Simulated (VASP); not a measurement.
# SrTiO3 (Pm-3m) in VASP: further runs

SrTiO3 is run at these levels: PBE; tasks: single point.

Program: VASP 6.6.1. These are calculated values, not measurements. Logs are shortened: lines on timing, memory, paths and dates and some standing lists are left out, and cuts for length are marked.

## Step 1: The cell of the first run

Symmetry: Pm-3m, No. 221, cubic system. Conventional cell: a = 3.852 Å, b = 3.852 Å, c = 3.852 Å, α = 90.00°, β = 90.00°, γ = 90.00°. Sr (site symmetry m-3m) has 12 O at 2.72 Å and 8 Ti at 3.34 Å within 3.6 Å. Within 2.6 Å of Ti (site symmetry m-3m) lie 6 O at 1.93 Å. Within 2.6 Å of O (site symmetry 4/mmm) lie 2 Ti at 1.93 Å.

## Step 2: Single point, PBE (volume scaled by 0.96, then relaxed in part)

INCAR reads:

```
SYSTEM = SrTiO3
PREC = Accurate
ENCUT = 600
EDIFF = 1E-6
ISMEAR = -1
SIGMA = 0.02
LREAL = .FALSE.
LASPH = .TRUE.
NELM = 120
ALGO = Normal
ISIF = 2
LWAVE = .FALSE.
LCHARG = .FALSE.
GGA = PE
NBANDS = 28
GGA_COMPAT = .FALSE.
```

KPOINTS reads:

```
Automatic mesh
0
G
  8 8 8
  0 0 0
```

POSCAR reads:

```
SrTiO3
1.0
    3.8522232601      0.0000000000      0.0000000000
    0.0000000000      3.8522232601      0.0000000000
    0.0000000000      0.0000000000      3.8522232601
Sr Ti O
1 1 3
Direct
    0.0000000000      0.0000000000      0.0000000000
    0.5000000000      0.5000000000      0.5000000000
    0.0000000000      0.5000000000      0.5000000000
    0.5000000000      0.0000000000      0.5000000000
    0.5000000000      0.5000000000      0.0000000000
```

Potentials or basis: VASP PAW PBE potentials, release 64 (Sr_sv, Ti_sv, O).

On the command line:

```bash
$ cat potpaw_PBE.64/Sr_sv/POTCAR potpaw_PBE.64/Ti_sv/POTCAR potpaw_PBE.64/O/POTCAR > POTCAR
$ mpirun -np 1 vasp_std > vasp.out
```

OUTCAR:

```text
SYSTEM = SrTiO3
   PREC = Accurate
   ENCUT = 600
   EDIFF = 1E-6
   ISMEAR = -1
   LREAL = .FALSE.
   LASPH = .TRUE.
   NELM = 120
   ISIF = 2
   GGA = PE

 ion  position               nearest neighbor table
   1  0.000  0.000  0.000-   3 2.72   4 2.72   5 2.72   3 2.72   4 2.72   3 2.72   5 2.72   3 2.72
                             4 2.72   5 2.72   4 2.72   5 2.72   2 3.34   2 3.34   2 3.34   2 3.34
   2  0.500  0.500  0.500-   3 1.93   4 1.93   5 1.93   5 1.93   4 1.93   3 1.93   1 3.34   1 3.34
                             1 3.34   1 3.34   1 3.34   1 3.34   1 3.34   1 3.34
   3  0.000  0.500  0.500-   2 1.93   2 1.93   1 2.72   1 2.72   1 2.72   1 2.72
   4  0.500  0.000  0.500-   2 1.93   2 1.93   1 2.72   1 2.72   1 2.72   1 2.72
   5  0.500  0.500  0.000-   2 1.93   2 1.93   1 2.72   1 2.72   1 2.72   1 2.72

  LATTYP: Found a simple cubic cell.
 ALAT       =     3.8522232601

  Lattice vectors:

 A1 = (   3.8522232601,   0.0000000000,   0.0000000000)
 A2 = (   0.0000000000,   3.8522232601,   0.0000000000)
 A3 = (   0.0000000000,   0.0000000000,   3.8522232601)

Analysis of symmetry for initial positions (statically):
=====================================================================
 Subroutine PRICEL returns:
 Original cell was already a primitive cell.

 Routine SETGRP: Setting up the symmetry group for a
 simple cubic supercell.

 Subroutine GETGRP returns: Found 48 space group operations
 (whereof 48 operations were pure point group operations)
 out of a pool of 48 trial point group operations.

The static configuration has the point symmetry O_h .

Analysis of symmetry for dynamics (positions and initial velocities):
=====================================================================
 Subroutine PRICEL returns:
 Original cell was already a primitive cell.

 Routine SETGRP: Setting up the symmetry group for a
 simple cubic supercell.

 Subroutine GETGRP returns: Found 48 space group operations
 (whereof 48 operations were pure point group operations)
 out of a pool of 48 trial point group operations.

The dynamic configuration has the point symmetry O_h .

 Subroutine INISYM returns: Found 48 space group operations
 (whereof 48 operations are pure point group operations),
 and found     1 'primitive' translations

----------------------------------------------------------------------------------------

                                     Primitive cell

  volume of cell :      57.1655

  direct lattice vectors                    reciprocal lattice vectors
     3.852223260  0.000000000  0.000000000     0.259590354  0.000000000  0.000000000
     0.000000000  3.852223260  0.000000000     0.000000000  0.259590354  0.000000000
     0.000000000  0.000000000  3.852223260     0.000000000  0.000000000  0.259590354

  length of vectors
     3.852223260  3.852223260  3.852223260     0.259590354  0.259590354  0.259590354

  position of ions in fractional coordinates (direct lattice)
     0.000000000  0.000000000  0.000000000
     0.500000000  0.500000000  0.500000000
     0.000000000  0.500000000  0.500000000
     0.500000000  0.000000000  0.500000000
     0.500000000  0.500000000  0.000000000

  ion indices of the primitive-cell ions
   primitive index   ion index
                 1           1
                 2           2
                 3           3
                 4           4
                 5           5

----------------------------------------------------------------------------------------

 KPOINTS: Automatic mesh

Automatic generation of k-mesh.
 Grid dimensions read from file:
 generate k-points for:    8    8    8

 Generating k-lattice:

  Cartesian coordinates                     Fractional coordinates (reciprocal lattice)
     0.032448794  0.000000000  0.000000000     0.125000000  0.000000000  0.000000000
     0.000000000  0.032448794  0.000000000     0.000000000  0.125000000  0.000000000
     0.000000000  0.000000000  0.032448794     0.000000000  0.000000000  0.125000000

  Length of vectors
     0.032448794  0.032448794  0.032448794

  Shift w.r.t. Gamma in fractional coordinates (k-lattice)
     0.000000000  0.000000000  0.000000000

 Subroutine IBZKPT returns following result:
 ===========================================

 Found     35 irreducible k-points:

 Following reciprocal coordinates:
            Coordinates               Weight
  0.000000  0.000000  0.000000      1.000000
  0.125000  0.000000  0.000000      6.000000
  0.250000  0.000000  0.000000      6.000000
  0.375000  0.000000  0.000000      6.000000
  0.500000  0.000000  0.000000      3.000000
  0.125000  0.125000  0.000000     12.000000
[... 16 lines left out ...]
  0.375000  0.375000  0.125000     24.000000
  0.500000  0.375000  0.125000     24.000000
 [... further k-points ...]
   k-points           NKPTS =     35   k-points in BZ     NKDIM =     35   number of bands    NBANDS=     28
[... 61 lines left out ...]
  free energy    TOTEN  =       -39.94556924 eV

  energy without entropy =      -39.94556924  energy(sigma->0) =      -39.94556924

 E-fermi :   5.0376     XC(G=0): -11.4879

 val. band max:        4.5044414046   @ k =   0.5000   0.5000   0.5000
 cond. band min:       6.4359030487   @ k =   0.0000   0.0000   0.0000
 fundamental gap:      1.9314616441
 Fermi energy:         5.0376244963

 k-point     1 :       0.0000    0.0000    0.0000
  band No.  band energies     occupation
      1     -51.7889      2.00000
      2     -28.1620      2.00000
      3     -28.0640      2.00000
      4     -28.0640      2.00000
      5     -28.0640      2.00000
      6     -13.0733      2.00000
[... 20 lines left out ...]
     27       9.9561      0.00000
     28      11.0907      0.00000

 k-point     2 :       0.1250    0.0000    0.0000
  band No.  band energies     occupation
      1     -51.7886      2.00000
      2     -28.1832      2.00000
      3     -28.0634      2.00000
      4     -28.0634      2.00000
      5     -28.0512      2.00000
      6     -13.0812      2.00000
[... 20 lines left out ...]
     27      10.2449      0.00000
     28      11.4688      0.00000

 k-point     3 :       0.2500    0.0000    0.0000
  band No.  band energies     occupation
      1     -51.7879      2.00000
      2     -28.2253      2.00000
      3     -28.0621      2.00000
      4     -28.0621      2.00000
      5     -28.0293      2.00000
      6     -13.1572      2.00000
[... 20 lines left out ...]
     27      10.9509      0.00000
     28      12.4923      0.00000

 k-point     4 :       0.3750    0.0000    0.0000
  band No.  band energies     occupation
      1     -51.7872      2.00000
      2     -28.2622      2.00000
      3     -28.0609      2.00000
      4     -28.0609      2.00000
      5     -28.0122      2.00000
      6     -13.2766      2.00000
[... 20 lines left out ...]
     27      11.7645      0.00000
     28      12.7178      0.00000

 k-point     5 :       0.5000    0.0000    0.0000
  band No.  band energies     occupation
      1     -51.7870      2.00000
      2     -28.2767      2.00000
      3     -28.0603      2.00000
      4     -28.0603      2.00000
      5     -28.0058      2.00000
      6     -13.3310      2.00000
[... 20 lines left out ...]
     27      12.1360      0.00000
     28      12.6566      0.00000

 k-point     6 :       0.1250    0.1250    0.0000
  band No.  band energies     occupation
      1     -51.7883      2.00000
      2     -28.1932      2.00000
      3     -28.0764      2.00000
      4     -28.0629      2.00000
      5     -28.0364      2.00000
      6     -13.0693      2.00000
[... 463 lines left out ...]
      5     -28.0340      2.00000
      6     -12.8820      2.00000
[... 20 lines left out ...]
     27      12.6279      0.00000
     28      13.0190      0.00000

 k-point    22 :       0.5000    0.2500    0.1250
  band No.  band energies     occupation
      1     -51.7857      2.00000
      2     -28.2230      2.00000
      3     -28.1040      2.00000
      4     -28.0715      2.00000
      5     -28.0433      2.00000
      6     -12.8869      2.00000
[... 20 lines left out ...]
     27      12.8453      0.00000
     28      13.1540      0.00000

 k-point    23 :       0.3750    0.3750    0.1250
  band No.  band energies     occupation
      1     -51.7853      2.00000
      2     -28.1880      2.00000
      3     -28.1353      2.00000
      4     -28.0731      2.00000
      5     -28.0578      2.00000
      6     -12.6448      2.00000
[... 20 lines left out ...]
     27      12.9310      0.00000
     28      13.3681      0.00000

 k-point    24 :       0.5000    0.3750    0.1250
  band No.  band energies     occupation
      1     -51.7850      2.00000
      2     -28.1804      2.00000
      3     -28.1348      2.00000
      4     -28.0771      2.00000
      5     -28.0702      2.00000
      6     -12.5519      2.00000
[... 20 lines left out ...]
     27      13.0607      0.00000
     28      13.4866      0.00000

 [... further k-points ...]
[... 5 lines left out ...]
  --------------------------------------------------------------------------------------
  -------------------------------------------------------------------------------------
  Total        4.7314407      4.7314407      4.7314407      0.0000000      0.0000000     -0.0000000
  in kB      132.6079722    132.6079722    132.6079722      0.0000000      0.0000000     -0.0000000
  external PRESSURE =     132.6079722 kB  Pullay stress =       0.0000000 kB

 VOLUME and BASIS-vectors are now :
 -----------------------------------------------------------------------------
  energy-cutoff  :      600.00
  volume of cell :       57.17
      direct lattice vectors                 reciprocal lattice vectors
     3.852223260  0.000000000  0.000000000     0.259590354  0.000000000  0.000000000
     0.000000000  3.852223260  0.000000000     0.000000000  0.259590354  0.000000000
     0.000000000  0.000000000  3.852223260     0.000000000  0.000000000  0.259590354

 POSITION                                       TOTAL-FORCE (eV/Angst)
 -----------------------------------------------------------------------------------
      0.00000      0.00000      0.00000         0.000000      0.000000      0.000000
      1.92611      1.92611      1.92611         0.000000      0.000000      0.000000
      0.00000      1.92611      1.92611         0.000000      0.000000      0.000000
      1.92611      0.00000      1.92611         0.000000      0.000000      0.000000
      1.92611      1.92611      0.00000         0.000000      0.000000      0.000000
 -----------------------------------------------------------------------------------
    total drift:                                0.000000     -0.000000     -0.000000

  FREE ENERGIE OF THE ION-ELECTRON SYSTEM (eV)
  ---------------------------------------------------
  free  energy   TOTEN  =       -39.9455692441 eV

  energy  without entropy=      -39.9455692441  energy(sigma->0) =      -39.94556924
```

Wall time 37 s (1 thread of AMD EPYC 9R45 (Zen 5), shared host); peak memory 0.19 GiB.

Results:

```
Free energy            : -39.9456 eV
Pressure               : 13.3 GPa
Band gap on the k mesh : 1.93 eV, indirect (least direct gap 2.26 eV)
```

Caveat: the cell differs from its parent crystal (volume scaled by 0.96, then relaxed in part).

## Step 3: Single point, PBE (volume scaled by 0.98, then relaxed in part)

INCAR reads:

```
SYSTEM = SrTiO3
PREC     = Accurate       ! precision mode
ENCUT    = 600            ! plane-wave cutoff, eV
EDIFF    = 1E-6           ! SCF threshold, eV
ISMEAR   = -1             ! smearing method
SIGMA    = 0.02           ! smearing width, eV
LREAL    = .FALSE.        ! projectors in reciprocal space
LASPH    = .TRUE.         ! aspherical terms in the spheres
NELM     = 120            ! most SCF steps
ALGO     = Normal         ! electronic algorithm
ISIF     = 2              ! what is computed and relaxed
LWAVE    = .FALSE.        ! write WAVECAR
LCHARG   = .FALSE.        ! write CHGCAR
GGA      = PE             ! functional
NBANDS   = 28             ! bands
GGA_COMPAT= .FALSE.
```

KPOINTS reads:

```
regular mesh
0
G
  8 8 8
  0 0 0
```

POSCAR: that of step 2 with these lines changed.

```diff
@@ -2,5 +2,5 @@
 1.0
-    3.8522232601      0.0000000000      0.0000000000
-    0.0000000000      3.8522232601      0.0000000000
-    0.0000000000      0.0000000000      3.8522232601
+    3.8787911566      0.0000000000      0.0000000000
+    0.0000000000      3.8787911566      0.0000000000
+    0.0000000000      0.0000000000      3.8787911566
 Sr Ti O
```

Potentials or basis: VASP PAW PBE potentials, release 64 (Sr_sv, Ti_sv, O).

On the command line:

```bash
$ cat potpaw_PBE.64/Sr_sv/POTCAR potpaw_PBE.64/Ti_sv/POTCAR potpaw_PBE.64/O/POTCAR > POTCAR
$ mpirun -np 1 vasp_std > vasp.out
```

Wall time 36 s (1 thread of AMD EPYC 9R45 (Zen 5), shared host); peak memory 0.19 GiB.

It converged, with:

- Free energy: -40.0302 eV
- Pressure: 8.8 GPa
- Band gap on the k mesh: 1.89 eV, indirect (least direct gap 2.24 eV)

Levels at points of the mesh, in eV from the valence-band top:
```
           k point  band 17  band 18  band 19  band 20  band 21  band 22  band 23  band 24
(0.00, 0.00, 0.00)    -1.20    -0.34    -0.34    -0.34     1.89     1.89     1.89     4.45
(0.50, 0.00, 0.00)    -2.40    -2.05    -0.73    -0.73     2.07     3.89     3.89     4.47
(0.50, 0.50, 0.00)    -1.71    -1.59    -1.59    -0.10     3.89     3.89     4.36     5.47
(0.50, 0.50, 0.50)    -3.79     0.00     0.00     0.00     4.59     4.59     4.59     7.02
```

Caveat: the cell differs from its parent crystal (volume scaled by 0.98, then relaxed in part).

## Step 4: Single point, PBE

This run uses another cell than the first one, of 11.91 Å³/atom, 1.042 times its volume.

INCAR reads:

```
SYSTEM = SrTiO3
ALGO = Normal
EDIFF = 1E-6
ENCUT = 600
GGA = PE
GGA_COMPAT = .FALSE.
ISIF = 2
ISMEAR = -1
LASPH = .TRUE.
LCHARG = .FALSE.
LREAL = .FALSE.
LWAVE = .FALSE.
NBANDS = 28
NELM = 120
PREC = Accurate
SIGMA = 0.02
```

KPOINTS reads:

```
k-points
0
G
  8 8 8
  0 0 0
```

POSCAR: that of step 3 with these lines changed.

```diff
@@ -2,5 +2,5 @@
 1.0
-    3.8787911566      0.0000000000      0.0000000000
-    0.0000000000      3.8787911566      0.0000000000
-    0.0000000000      0.0000000000      3.8787911566
+    3.9050000000      0.0000000000      0.0000000000
+    0.0000000000      3.9050000000      0.0000000000
+    0.0000000000      0.0000000000      3.9050000000
 Sr Ti O
```

On the command line:

```bash
$ cat potpaw_PBE.64/Sr_sv/POTCAR potpaw_PBE.64/Ti_sv/POTCAR potpaw_PBE.64/O/POTCAR > POTCAR
$ mpirun -np 1 vasp_std > vasp.out
```

Wall time 35 s (1 thread of AMD EPYC 9R45 (Zen 5), shared host); peak memory 0.19 GiB.

The run converged. Its results:

| Property | Result |
| --- | --- |
| Free energy | -40.0833 eV |
| Pressure | 4.8 GPa |
| Band gap on the k mesh | 1.86 eV, indirect (least direct gap 2.21 eV) |

Levels at points of the mesh, in eV from the valence-band top:
```csv
k point,band 16,band 17,band 18,band 19,band 20,band 21,band 22,band 23,band 24,band 25
"(0.00, 0.00, 0.00)",-1.17,-1.17,-0.36,-0.36,-0.36,1.86,1.86,1.86,4.31,4.31
"(0.50, 0.00, 0.00)",-2.35,-2.35,-1.99,-0.73,-0.73,2.03,3.78,3.78,4.32,6.52
"(0.50, 0.50, 0.00)",-2.86,-1.72,-1.57,-1.57,-0.09,3.79,3.79,4.24,5.29,7.89
"(0.50, 0.50, 0.50)",-3.74,-3.74,0.00,0.00,0.00,4.46,4.46,4.46,6.94,6.94
```

A k mesh can miss the band edges.

## Step 5: Single point, PBE (volume scaled by 1.02, then relaxed in part)

INCAR reads:

```
PREC = Accurate ; ENCUT = 600
EDIFF = 1E-6 ; ISMEAR = -1
SIGMA = 0.02 ; LREAL = False
LASPH = True ; NELM = 120
ALGO = Normal ; ISIF = 2
LWAVE = False ; LCHARG = True
GGA = PE ; LELF = True
LVHAR = True ; NBANDS = 28
GGA_COMPAT = False
```

KPOINTS reads:

```
regular mesh
0
Gamma
  8 8 8
```

POSCAR: that of step 4 with these lines changed.

```diff
@@ -2,5 +2,5 @@
 1.0
-    3.9050000000      0.0000000000      0.0000000000
-    0.0000000000      3.9050000000      0.0000000000
-    0.0000000000      0.0000000000      3.9050000000
+    3.9308616808      0.0000000000      0.0000000000
+    0.0000000000      3.9308616808      0.0000000000
+    0.0000000000      0.0000000000      3.9308616808
 Sr Ti O
```

On the command line:

```bash
$ cat potpaw_PBE.64/Sr_sv/POTCAR potpaw_PBE.64/Ti_sv/POTCAR potpaw_PBE.64/O/POTCAR > POTCAR
$ mpirun -np 1 vasp_std > vasp.out
```

It took 37 s on 1 thread of AMD EPYC 9R45 (Zen 5), shared host; peak memory 0.19 GiB.

The run converged. Its results:

```yaml
Free_energy: -40.1079 eV
Pressure: 1.2 GPa
Band_gap_on_the_k_mesh: 1.82 eV, indirect (least direct gap 2.19 eV)
```

Levels at points of the mesh, in eV from the valence-band top:
```csv
k point,band 18,band 19,band 20,band 21,band 22,band 23
"(0.00, 0.00, 0.00)",-0.37,-0.37,-0.37,1.82,1.82,1.82
"(0.50, 0.00, 0.00)",-1.93,-0.73,-0.73,1.98,3.68,3.68
"(0.50, 0.50, 0.00)",-1.55,-1.55,-0.09,3.68,3.68,4.13
"(0.50, 0.50, 0.50)",0.00,0.00,0.00,4.34,4.34,4.34
```

Caveat: the cell differs from its parent crystal (volume scaled by 1.02, then relaxed in part).

## Step 6: The runs side by side

| cell | gap on the mesh (eV) | pressure (GPa) |
| --- | --- | --- |
| a = 3.852 Å, 5 atoms | 1.93 | 13.3 |
| a = 3.879 Å, 5 atoms | 1.89 | 8.8 |
| a = 3.905 Å, 5 atoms | 1.86 | 4.8 |
| a = 3.931 Å, 5 atoms | 1.82 | 1.2 |

Alike in all rows: task single point; level PBE; potentials or basis VASP PAW PBE potentials, release 64 (Sr_sv, Ti_sv, O); no spin polarisation; k mesh 8 × 8 × 8; cutoff (eV) 600; smearing fermi-dirac 0.02 eV.

Total energies depend on the potentials used, so only differences within one code and one set of settings carry meaning.
